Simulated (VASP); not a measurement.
# Ga4As3N (I4/mmm) in VASP: notebook

Ga4As3N is run at these levels: PBE; tasks: single point, relaxation of cell and atoms.

Everything below comes from runs of VASP 6.6.1. Logs are shortened: lines on timing, memory, paths and dates and some standing lists are left out, and cuts for length are marked.

## (1) The cell of the first run

Symmetry: I4/mmm, No. 139, tetragonal system. The conventional cell has a = 4.997 Å, b = 4.997 Å, c = 11.276 Å, α = 90.00°, β = 90.00°, γ = 90.00°. Ga (site symmetry mmm) has 4 As at 2.50 to 2.82 Å and 2 N at 2.50 Å and 4 Ga at 3.19 Å within 3.3 Å. Within 2.7 Å of Ga (site symmetry 4mm) lie 1 N at 1.98 Å and 4 As at 2.64 Å. As (site symmetry -4m2) has 6 Ga at 2.64 to 2.82 Å and 4 As at 3.53 Å within 3.6 Å. Within 3.3 Å of As (site symmetry 4/mmm) lie 4 Ga at 2.50 Å. Within 2.6 Å of N (site symmetry 4/mmm) lie 6 Ga at 1.98 to 2.50 Å.

## (2) Single point, PBE

INCAR

```
  ALGO = Normal
  EDIFF = 1E-6
  ENCUT = 520
  GGA = PE
  ISIF = 2
  ISMEAR = 0
  LASPH = T
  LCHARG = T
  LELF = T
  LREAL = F
  LVHAR = T
  LWAVE = F
  NBANDS = 46
  NELM = 60
  PREC = Accurate
  SIGMA = 0.1
```

KPOINTS

```
k-points
0
Gamma
  4 4 4
```

POSCAR

```
Ga4As3N
1.0
   -2.4985359309      2.4985359309      5.6380841536
    2.4985359309     -2.4985359309      5.6380841536
    2.4985359309      2.4985359309     -5.6380841536
Ga As N
4 3 1
Direct
    0.0000000000      0.5000000000      0.5000000000
    0.8247034741      0.8247034741      0.0000000000
    0.5000000000      0.0000000000      0.5000000000
    0.1752965259      0.1752965259      0.0000000000
    0.2500000000      0.7500000000      0.5000000000
    0.7500000000      0.2500000000      0.5000000000
    0.5000000000      0.5000000000      0.0000000000
    0.0000000000      0.0000000000      0.0000000000
```

Potentials or basis: VASP PAW PBE potentials, release 64 (Ga_d, As, N).

Command:

```bash
cat potpaw_PBE.64/Ga_d/POTCAR potpaw_PBE.64/As/POTCAR potpaw_PBE.64/N/POTCAR > POTCAR
mpirun -np 1 vasp_std > vasp.out
```

OUTCAR:

```text
EDIFF = 1E-6
   ENCUT = 520
   GGA = PE
   ISIF = 2
   ISMEAR = 0
   LASPH = T
   LREAL = F
   NELM = 60
   PREC = Accurate

 ion  position               nearest neighbor table
   1  0.000  0.500  0.500-   7 2.50   7 2.50   5 2.82   6 2.82
   2  0.825  0.825  0.000-   8 1.98   6 2.64   5 2.64   6 2.64   5 2.64
   3  0.500  0.000  0.500-   7 2.50   7 2.50   5 2.82   6 2.82
   4  0.175  0.175  0.000-   8 1.98   5 2.64   6 2.64   5 2.64   6 2.64
   5  0.250  0.750  0.500-   2 2.64   4 2.64   2 2.64   4 2.64   3 2.82   1 2.82
   6  0.750  0.250  0.500-   2 2.64   4 2.64   2 2.64   4 2.64   3 2.82   1 2.82
   7  0.500  0.500  0.000-   1 2.50   3 2.50   3 2.50   1 2.50
   8  0.000  0.000  0.000-   2 1.98   4 1.98

  LATTYP: Found a body centered tetragonal cell.
 ALAT       =     4.9970718618
 C/A-ratio  =     2.2565551625

  Lattice vectors:

 A1 = (  -2.4985359309,   2.4985359309,   5.6380841536)
 A2 = (   2.4985359309,  -2.4985359309,   5.6380841536)
 A3 = (   2.4985359309,   2.4985359309,  -5.6380841536)

Analysis of symmetry for initial positions (statically):
=====================================================================
 Subroutine PRICEL returns:
 Original cell was already a primitive cell.

 Routine SETGRP: Setting up the symmetry group for a
 body centered tetragonal supercell.

 Subroutine GETGRP returns: Found 16 space group operations
 (whereof 16 operations were pure point group operations)
 out of a pool of 16 trial point group operations.

The static configuration has the point symmetry D_4h.

Analysis of symmetry for dynamics (positions and initial velocities):
=====================================================================
 Subroutine PRICEL returns:
 Original cell was already a primitive cell.

 Routine SETGRP: Setting up the symmetry group for a
 body centered tetragonal supercell.

 Subroutine GETGRP returns: Found 16 space group operations
 (whereof 16 operations were pure point group operations)
 out of a pool of 16 trial point group operations.

The dynamic configuration has the point symmetry D_4h.

 Subroutine INISYM returns: Found 16 space group operations
 (whereof 16 operations are pure point group operations),
 and found     1 'primitive' translations

----------------------------------------------------------------------------------------

                                     Primitive cell

  volume of cell :     140.7871

  direct lattice vectors                    reciprocal lattice vectors
    -2.498535931  2.498535931  5.638084154     0.000000000  0.200117194  0.088682607
     2.498535931 -2.498535931  5.638084154     0.200117194  0.000000000  0.088682607
     2.498535931  2.498535931 -5.638084154     0.200117194  0.200117194  0.000000000

  length of vectors
     6.653822700  6.653822700  6.653822700     0.218886948  0.218886948  0.283008450

  position of ions in fractional coordinates (direct lattice)
     0.000000000  0.500000000  0.500000000
     0.824703474  0.824703474  0.000000000
     0.500000000  0.000000000  0.500000000
     0.175296526  0.175296526  0.000000000
     0.250000000  0.750000000  0.500000000
     0.750000000  0.250000000  0.500000000
     0.500000000  0.500000000  0.000000000
     0.000000000  0.000000000  0.000000000

  ion indices of the primitive-cell ions
   primitive index   ion index
                 1           1
                 2           2
                 3           3
                 4           4
                 5           5
                 6           6
                 7           7
                 8           8

----------------------------------------------------------------------------------------

 KPOINTS: k-points

Automatic generation of k-mesh.
 Grid dimensions read from file:
 generate k-points for:    4    4    4

 Generating k-lattice:

  Cartesian coordinates                     Fractional coordinates (reciprocal lattice)
     0.000000000  0.050029299  0.022170652     0.250000000  0.000000000 -0.000000000
     0.050029299  0.000000000  0.022170652     0.000000000  0.250000000 -0.000000000
     0.050029299  0.050029299  0.000000000     0.000000000  0.000000000  0.250000000

  Length of vectors
     0.054721737  0.054721737  0.070752113

  Shift w.r.t. Gamma in fractional coordinates (k-lattice)
     0.000000000  0.000000000  0.000000000

 Subroutine IBZKPT returns following result:
 ===========================================

 Found     13 irreducible k-points:

 Following reciprocal coordinates:
            Coordinates               Weight
  0.000000  0.000000  0.000000      1.000000
  0.250000 -0.000000  0.000000      8.000000
  0.500000 -0.000000  0.000000      4.000000
  0.250000  0.250000  0.000000      8.000000
  0.500000  0.250000  0.000000     16.000000
 -0.250000  0.250000  0.000000      4.000000
  0.500000  0.500000  0.000000      2.000000
  0.250000  0.250000  0.250000      2.000000
 -0.250000  0.250000  0.250000      4.000000
  0.500000  0.500000  0.250000      4.000000
 -0.250000  0.500000  0.250000      8.000000
 -0.250000 -0.250000  0.250000      2.000000
  0.500000  0.500000  0.500000      1.000000
   k-points           NKPTS =     13   k-points in BZ     NKDIM =     13   number of bands    NBANDS=     46
   number of dos      NEDOS =    301   number of ions     NIONS =      8
   total plane-waves  NPLWV = 125000
   dimension x,y,z NGX =    50 NGY =   50 NGZ =   50
   dimension x,y,z NGXF=   100 NGYF=  100 NGZF=  100
   ions per type =               4   3   1
   NGX,Y,Z   is equivalent  to a cutoff of  12.49, 12.49, 12.49 a.u.
   NGXF,Y,Z  is equivalent  to a cutoff of  24.99, 24.99, 24.99 a.u.
 SYSTEM =  unknown system
   PREC   = accura    normal or accurate (medium, high low for compatibility)
   ISTART =      0    job   : 0-new  1-cont  2-samecut
   ICHARG =      2    charge: 1-file 2-atom 10-const
   ISPIN  =      1    spin polarized calculation?
   LNONCOLLINEAR =      F non collinear calculations
   LSORBIT =      F    spin-orbit coupling
   LASPH  =      T    aspherical Exc in radial PAW
   ENCUT  =  520.0 eV  38.22 Ry    6.18 a.u.  12.37 12.37 12.37*2*pi/ulx,y,z
   NELM   =     60;   NELMIN=  2; NELMDL= -5     # of ELM steps
   EDIFF  = 0.1E-05   stopping-criterion for ELM
   LREAL  =      F    real-space projection
   EDIFFG = 0.1E-04   stopping-criterion for IOM
   NSW    =      0    number of steps for IOM
   IBRION =     -1    ionic relax: 0-MD 1-quasi-New 2-CG
   NFREE  =      0    steps in history (QN), initial steepest desc. (CG)
   ISIF   =      2    stress and relaxation
   ISYM   =      2    0-nonsym 1-usesym 2-fastsym
   POTIM  = 0.5000    time-step for ionic-motion
   TEBEG  =    0.0;   TEEND  =   0.0 temperature during run
   PSTRESS=    0.0 pullay stress
   NELECT =      72.0000    total number of electrons
   NUPDOWN=      -1.0000    fix difference up-down
   EMIN   =  10.00;   EMAX   =-10.00  energy-range for DOS
   EFERMI =   0.00;   METHOD = LEGACY
   ISMEAR =     0;   SIGMA  =   0.10  broadening in eV -4-tet -1-fermi 0-gaus
   EFERMI_NEDOS =   21; number of points for ismear=-14 and -15
   IALGO  =     38    algorithm
   IMIX   =      4    mixing-type and parameters
     AMIX     =   0.40;   BMIX     =  1.00
     AMIX_MAG =   1.60;   BMIX_MAG =  1.00
  volume/ion in A,a.u.               =      17.60       118.76
  Fermi-wavevector in a.u.,A,eV,Ry     =   1.309176  2.473984 23.319599  1.713942
  Thomas-Fermi vector in A             =   2.439793
   LORBIT       =      0    0 simple, 1 ext, 2 COOP (PROOUT), +10 PAW based schemes
   GGA     = PE    functional components
   LHFCALC =     F    Hartree Fock is set to
   AEXX    =    0.0000 exact exchange contribution
   IVDW    =     0    specifies the selected vdW correction
   LEPSILON=     F    determine dielectric tensor
   LRPA    =     F    only Hartree local field effects (RPA)
 non-spin polarized calculation
 Gauss-broadening in eV      SIGMA  =   0.10
  energy-cutoff  :      520.00
  volume of cell :      140.79
 maximum number of plane-waves:      3813
 NGX is ok and might be reduce to    50
   NGX = 25   NGY = 25   NGZ = 25

 number of electron      72.0000017 magnetization

 Free energy of the ion-electron system (eV)
  ---------------------------------------------------
  ext. energy  EPLUGINS =         0.00000000
  ---------------------------------------------------
  free energy    TOTEN  =       -32.93708183 eV

  energy without entropy =      -32.92949941  energy(sigma->0) =      -32.93329062

 E-fermi :   5.4726     XC(G=0): -10.7935

 val. band max:        5.4623456893   @ k =   0.5000   0.5000   0.2500
 cond. band min:       5.4801365652   @ k =   0.5000   0.5000   0.2500
 fundamental gap:      0.0177908759
 Fermi energy:         5.4726443437

 k-point     1 :       0.0000    0.0000    0.0000
  band No.  band energies     occupation
      1     -10.2651      2.00000
      2      -9.7589      2.00000
      3      -9.5571      2.00000
      4      -9.5472      2.00000
      5      -9.5394      2.00000
      6      -9.5394      2.00000
[... 38 lines left out ...]
     45      11.1655      0.00000
     46      12.3782      0.00000

 k-point     2 :       0.2500   -0.0000    0.0000
  band No.  band energies     occupation
      1     -10.2059      2.00000
      2      -9.7154      2.00000
      3      -9.5746      2.00000
      4      -9.5412      2.00000
      5      -9.5372      2.00000
      6      -9.5342      2.00000
[... 38 lines left out ...]
     45      11.0716      0.00000
     46      11.5837      0.00000

 k-point     3 :       0.5000   -0.0000    0.0000
  band No.  band energies     occupation
      1     -10.1414      2.00000
      2      -9.6540      2.00000
      3      -9.6097      2.00000
      4      -9.5519      2.00000
      5      -9.5375      2.00000
      6      -9.5345      2.00000
[... 479 lines left out ...]
     45      11.8132      0.00000
     46      12.1887      0.00000

 k-point    13 :       0.5000    0.5000    0.5000
  band No.  band energies     occupation
      1     -10.2598      2.00000
      2      -9.7539      2.00000
      3      -9.6033      2.00000
      4      -9.5464      2.00000
      5      -9.5412      2.00000
      6      -9.5412      2.00000
[... 38 lines left out ...]
     45      11.2243      0.00000
     46      12.1064      0.00000

------------------------ aborting loop because EDIFF is reached ----------------------------------------

  FORCE on cell =-STRESS in cart. coord.  units (eV):
  Direction    XX          YY          ZZ          XY          YZ          ZX
  --------------------------------------------------------------------------------------
  -------------------------------------------------------------------------------------
  Total        0.3482330      0.3482330     -0.0555013      0.0000000     -0.0000000     -0.0000000
  in kB        3.9629422      3.9629422     -0.6316129      0.0000000     -0.0000000     -0.0000000
  external PRESSURE =       2.4314238 kB  Pullay stress =       0.0000000 kB

 VOLUME and BASIS-vectors are now :
 -----------------------------------------------------------------------------
  energy-cutoff  :      520.00
  volume of cell :      140.79
      direct lattice vectors                 reciprocal lattice vectors
    -2.498535931  2.498535931  5.638084154     0.000000000  0.200117194  0.088682607
     2.498535931 -2.498535931  5.638084154     0.200117194  0.000000000  0.088682607
     2.498535931  2.498535931 -5.638084154     0.200117194  0.200117194  0.000000000

 POSITION                                       TOTAL-FORCE (eV/Angst)
 -----------------------------------------------------------------------------------
      2.49854      0.00000      0.00000         0.000000      0.000000     -0.000000
      0.00000      0.00000      9.29950         0.000000      0.000000     -0.027281
      0.00000      2.49854      0.00000         0.000000      0.000000     -0.000000
      0.00000      0.00000      1.97667        -0.000000     -0.000000      0.027281
      2.49854      0.00000      2.81904         0.000000      0.000000      0.000000
      0.00000      2.49854      2.81904         0.000000      0.000000     -0.000000
      0.00000      0.00000      5.63808         0.000000      0.000000     -0.000000
      0.00000      0.00000      0.00000         0.000000      0.000000     -0.000000
 -----------------------------------------------------------------------------------
    total drift:                               -0.000000     -0.000000      0.000000

  FREE ENERGIE OF THE ION-ELECTRON SYSTEM (eV)
  ---------------------------------------------------
  free  energy   TOTEN  =       -32.9370818318 eV

  energy  without entropy=      -32.9294994077  energy(sigma->0) =      -32.93329062
```

It took 2.9 min on 1 thread of Intel Xeon Platinum 8259CL at 2.50GHz (Skylake/Cascade Lake), shared host; peak memory 0.38 GiB.

Results:

```
Free energy            : -32.9371 eV
Pressure               : 0.2 GPa
Largest force          : 0.027 eV/Å
Band gap on the k mesh : zero (bands 36 and 37 overlap by 1.98 eV)
```

Forces in eV/Å, atoms in the order of the input:
```
Ga   0.000  0.000  0.000
Ga   0.000  0.000 -0.027
Ga   0.000  0.000  0.000
Ga   0.000  0.000  0.027
As   0.000  0.000  0.000
As   0.000  0.000  0.000
As   0.000  0.000  0.000
N    0.000  0.000  0.000
```

## (3) Single point, PBE

This run uses another cell than the first one, of 19.51 Å³/atom.

INCAR

```
  PREC = Accurate
  ENCUT = 520
  EDIFF = 1E-6
  ISMEAR = 0
  SIGMA = 0.1
  LREAL = F
  LASPH = T
  NELM = 60
  ALGO = Normal
  ISIF = 2
  LWAVE = F
  LCHARG = T
  GGA = PE
  LELF = T
  LVHAR = T
  NBANDS = 46
```

KPOINTS

```
Automatic mesh
0
Gamma
  4 4 4
```

POSCAR

```
Ga4As3N
1.0
   -2.6921381300      2.6921381300      5.3842762500
    2.6921381300     -2.6921381300      5.3842762500
    2.6921381300      2.6921381300     -5.3842762500
Ga As N
4 3 1
Direct
    0.0000000000      0.5000000000      0.5000000000
    0.7500000000      0.7500000000      0.0000000000
    0.5000000000      0.0000000000      0.5000000000
    0.2500000000      0.2500000000      0.0000000000
    0.2500000000      0.7500000000      0.5000000000
    0.7500000000      0.2500000000      0.5000000000
    0.5000000000      0.5000000000      0.0000000000
    0.0000000000      0.0000000000      0.0000000000
```

Potentials or basis: VASP PAW PBE potentials, release 64 (Ga_d, As, N).

Command:

```bash
cat potpaw_PBE.64/Ga_d/POTCAR potpaw_PBE.64/As/POTCAR potpaw_PBE.64/N/POTCAR > POTCAR
mpirun -np 1 vasp_std > vasp.out
```

It took 3.7 min on 1 thread of Intel Xeon Platinum 8259CL at 2.50GHz (Skylake/Cascade Lake), shared host; peak memory 0.38 GiB.

The run converged. Its results:

```yaml
Free_energy: -31.0209 eV
Pressure: -6.1 GPa
Largest_force: 0.891 eV/Å
Band_gap_on_the_k_mesh: zero (bands 36 and 37 overlap by 1.27 eV)
```

Forces in eV/Å, atoms in the order of the input:
```
Ga   0.000  0.000  0.000
Ga   0.000  0.000  0.891
Ga   0.000  0.000  0.000
Ga   0.000  0.000 -0.891
As   0.000  0.000  0.000
As   0.000  0.000  0.000
As   0.000  0.000  0.000
N    0.000  0.000  0.000
```

Stress tensor (GPa, compression positive):
```
-6.03  0.00  0.00
 0.00 -6.03  0.00
 0.00  0.00 -6.34
```

Levels at points of the mesh, in eV from the Fermi level:
```tsv
k point	band 34	band 35	band 36	band 37	band 38	band 39
(0.00, 0.00, 0.00)	-1.95	-0.74	-0.01	0.02	0.02	1.63
(0.50, 0.00, 0.00)	-1.37	-0.39	-0.36	1.08	1.56	1.69
(0.50, 0.50, 0.00)	0.08	0.34	0.34	1.46	1.86	2.65
(0.50, 0.50, 0.50)	-1.69	-1.33	-1.33	-0.93	-0.93	0.42
```

Caveat: the cell stands under tension.

(Continued in part 2 of 2.)

The gap in the log of VASP goes by the Fermi energy; the results here count the filled bands.